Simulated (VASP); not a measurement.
Set up this calculation in VASP 6.6.1, as the native input.

* Task: single point
* Functional: RPBE
* Potentials or basis: VASP PAW PBE potentials, release 64 (Hf_pv, N)
* Cutoff: 520 eV
* k mesh: 12 × 12 × 12
* Occupations: gaussian, width 0.05 eV
* Spin: no spin polarisation
* Dipole correction: no
* Further INCAR settings: ALGO = Normal; EDIFF = 1e-07; NBANDS = 14

The structure of HfN lies in POSCAR:

```
HfN
1.0
    3.0854334487      0.0000000000      0.0000000000
   -1.5427167244      2.6720637483      0.0000000000
    0.0000000000      0.0000000000      2.8908649372
Hf N
1 1
Direct
    0.0000000000      0.0000000000      0.0000000000
    0.6666666667      0.3333333333      0.5000000000
```

One way to write it, as run:

INCAR

```
PREC     = Accurate       # precision mode
ENCUT    = 520            # plane-wave cutoff, eV
EDIFF    = 1E-7           # SCF threshold, eV
ISMEAR   = 0              # smearing method
SIGMA    = 0.05           # smearing width, eV
LREAL    = F              # projectors in reciprocal space
LASPH    = T              # aspherical terms in the spheres
NELM     = 100            # most SCF steps
ALGO     = Normal         # electronic algorithm
ISIF     = 2              # what is computed and relaxed
LWAVE    = F              # write WAVECAR
LCHARG   = F              # write CHGCAR
GGA      = RP             # functional
NBANDS   = 14             # bands
```

KPOINTS

```
regular mesh
0
Gamma
  12 12 12
```

Potentials or basis: VASP PAW PBE potentials, release 64 (Hf_pv, N).

Launch:

```bash
$ cat potpaw_PBE.64/Hf_pv/POTCAR potpaw_PBE.64/N/POTCAR > POTCAR
$ mpirun -np 1 vasp_std > vasp.out
```

Results of the run:

| Quantity | Value |
| --- | --- |
| Pressure | 6.4 GPa |
| Band gap on the k mesh | zero (an odd number of electrons rules out a gap without spin polarisation) |

Caveat: the cell stands under pressure; the PAW data sets were made with another functional, which shifts forces and pressure a little; spin-orbit coupling is left out, which moves the levels of the heavy elements.

It took 47 s on 1 thread of Intel Xeon 8259CL, with other jobs on the host, peak memory 0.17 GiB.
